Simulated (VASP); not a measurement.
A run of VASP 6.6.1 is set up as follows.

File INCAR:

```
  PREC = Accurate
  ENCUT = 600
  EDIFF = 1E-6
  ISMEAR = 0
  SIGMA = 0.1
  LREAL = False
  LASPH = True
  NELM = 200
  ALGO = Normal
  ISIF = 2
  LWAVE = False
  LCHARG = True
  GGA = PE
  LELF = True
  LVHAR = True
  NBANDS = 18
  GGA_COMPAT = False
  LMAXMIX = 6
```

Contents of KPOINTS:

```
Automatic mesh
0
Gamma
  12 12 8
```

The input POSCAR:

```
KHoC
1.0
    4.0077843141      0.0000000000      0.0000000000
   -2.0038921571      3.4708430289      0.0000000000
    0.0000000000      0.0000000000      6.1881541423
K Ho C
1 1 1
Direct
    0.0000000000      0.0000000000      0.0000000000
    0.6666666667      0.3333333333      0.5000000000
    0.3333333333      0.6666666667      0.5000000000
```

Potentials or basis: VASP PAW PBE potentials, release 64 (K_sv, Ho_3, C), 4f in core.

Run with:

```bash
$ cat potpaw_PBE.64/K_sv/POTCAR potpaw_PBE.64/Ho_3/POTCAR potpaw_PBE.64/C/POTCAR > POTCAR
$ mpirun -np 1 vasp_std > vasp.out
```

Predict the band gap on the k mesh.

zero (bands 11 and 12 overlap by 1.28 eV).

What does it give for the pressure?

0.3 GPa.

Stress tensor (GPa, compression positive):
```
0.36 0.00 0.00
0.00 0.36 0.00
0.00 0.00 0.06
```

Caveat: spin-orbit coupling is left out, which moves the levels of the heavy elements; the 4f electrons are frozen in the core, so they carry no moment and show no levels. Spin polarisation is off, so any magnetic state and its effect on volume and gap are missing.
